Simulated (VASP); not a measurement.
Crystal: Sn.

```
Sn
1.0
    -1.89465    1.89465    1.89465
     1.89465   -1.89465    1.89465
     1.89465    1.89465   -1.89465
Sn
1
Direct
  0.00000 0.00000 0.00000
```

- Program: VASP 6.6.1
- Task: relaxation of cell and atoms
- Functional: r2SCAN
- Dispersion: D4
- Potentials or basis: VASP PAW PBE potentials, release 64 (Sn_d)
- Cutoff: 600 eV
- k mesh: 9 × 9 × 9
- Occupations: fermi-dirac, width 0.1 eV
- Spin: no spin polarisation

At the start: pressure -1.4 GPa; volume 27.20 Å³/atom.

Q: Where does the relaxation end?

A: Over 3 steps the energy falls by 3.6 meV/atom and the volume is 26.44 Å³/atom (-2.8 %); space group Im-3m (No. 229, to 0.05 Å).

The path:
| step | energy change (eV) | largest force (eV/Å) | pressure (GPa) | volume (Å³) |
| --- | --- | --- | --- | --- |
| 1 | 0.0000 | 0.0000 | -1.43 | 27.20 |
| 2 | -0.0033 | 0.0000 | 0.38 | 26.26 |
| 3 | -0.0036 | 0.0000 | 0.02 | 26.44 |

Final structure:
```
Sn
1.0
    -1.87667    1.87667    1.87667
     1.87667   -1.87667    1.87667
     1.87667    1.87667   -1.87667
Sn
1
Direct
  0.00000 0.00000 0.00000
```

Caveat: the PAW data sets were made with another functional, which shifts forces and pressure a little; pairwise dispersion overbinds metals, which lowers pressure and volume.
